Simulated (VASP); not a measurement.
ZnO: single point with PBE

The system is ZnO.

```xyz
4
Lattice="3.5003 0.0000 0.0000 -1.7502 3.0314 0.0000 0.0000 0.0000 4.4845" Properties=species:S:1:pos:R:3 pbc="T T T"
Zn    0.0000    2.0209    0.0000
Zn    1.7502    1.0105    2.2422
O     0.0000    2.0209    1.7135
O     1.7502    1.0105    3.9558
```

This cell differs from its parent crystal: ratio of the length along z to the lengths across it x 0.8, volume and fractional coordinates fixed.

```
Program                : VASP 6.6.1
Task                   : single point
Functional             : PBE
Potentials or basis    : VASP PAW PBE potentials, release 64 (Zn, O)
Cutoff                 : 520 eV
k mesh                 : 12 × 12 × 6
Occupations            : gaussian, width 0.05 eV
Spin                   : no spin polarisation
Dipole correction      : no
Further INCAR settings : ALGO = Normal; EDIFF = 1e-07; NBANDS = 26
```

The pressure is 17.6 GPa. The largest force is 4.474 eV/Å and the band gap on the k mesh is 0.85 eV, direct.

Forces on the atoms (eV/Å):
```
Zn   0.000  0.000 -4.474
Zn   0.000  0.000 -4.474
O    0.000  0.000  4.474
O    0.000  0.000  4.474
```

Stress tensor (GPa, compression positive):
```
-4.44  0.00  0.00
 0.00 -4.44  0.00
 0.00  0.00 61.77
```

Levels at points of the mesh, in eV from the valence-band top:
```csv
k point,band 16,band 17,band 18,band 19,band 20,band 21
"(0.00, 0.00, 0.00)",-0.11,-0.11,0.00,0.85,4.68,10.52
"(0.50, 0.00, 0.00)",-2.61,-1.10,-0.56,5.38,6.37,7.27
"(0.00, 0.00, 0.50)",-0.74,-0.74,-0.74,3.91,3.91,11.32
"(0.50, 0.00, 0.50)",-1.56,-0.53,-0.53,5.93,5.93,7.96
```

Wall time 2.9 min on 1 thread of AMD EPYC 7R43 64-Core Processor (Zen 3), on a shared host, peak memory 0.18 GiB.

Caveat: forces of over 1 eV/Å act on the atoms, so gaps and moduli don't describe the material at rest. A k mesh can miss the band edges.
